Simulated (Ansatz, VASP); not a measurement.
**SiTe4H: VASP beside Ansatz**

```xyz
6
Lattice="7.4831 0.0000 0.0000 0.0000 7.4831 0.0000 0.0000 0.0000 3.1301" Properties=species:S:1:pos:R:3 pbc="T T T"
Si    0.0000    0.0000    0.0000
Te    1.4441    3.7415    1.5651
Te    6.0390    3.7415    1.5651
Te    3.7415    6.0390    1.5651
Te    3.7415    1.4441    1.5651
H     3.7415    3.7415    1.5651
```

Alike in both runs: task relaxation of cell and atoms; functional PBE; k mesh 2 × 2 × 6; occupations gaussian, width 0.1 eV; no spin polarisation.

|  | VASP | Ansatz |
| --- | --- | --- |
| version | VASP 6.6.1 | Ansatz 0.2.0 |
| potentials or method | VASP PAW PBE potentials, release 64 (Si, Te, H), cutoff 600 eV | scalar-relativistic, plane waves, PAW |
| valence electrons in the cell | 29 | 69 |

Ansatz gave:

| Property | Result |
| --- | --- |
| gap on the k mesh at the Fermi level, each at its own relaxed structure (eV) | none |
| relaxed volume (Å³/atom) | 29.95 |
| relaxed cell length with the largest relative difference (Å) | 3.094 |

Which values does VASP return?

gap on the k mesh at the Fermi level, each at its own relaxed structure (eV): none; relaxed volume (Å³/atom): 29.78; relaxed cell length with the largest relative difference (Å): 3.082.

A gap of «none» marks a metal or a gap that the smearing closes. VASP's potentials hold 29 valence electrons a cell and Ansatz's 69, so a difference there can come from the potentials and not from the codes.

The k mesh is coarse, so the values compare programs but aren't converged. Spin-orbit coupling is off throughout.
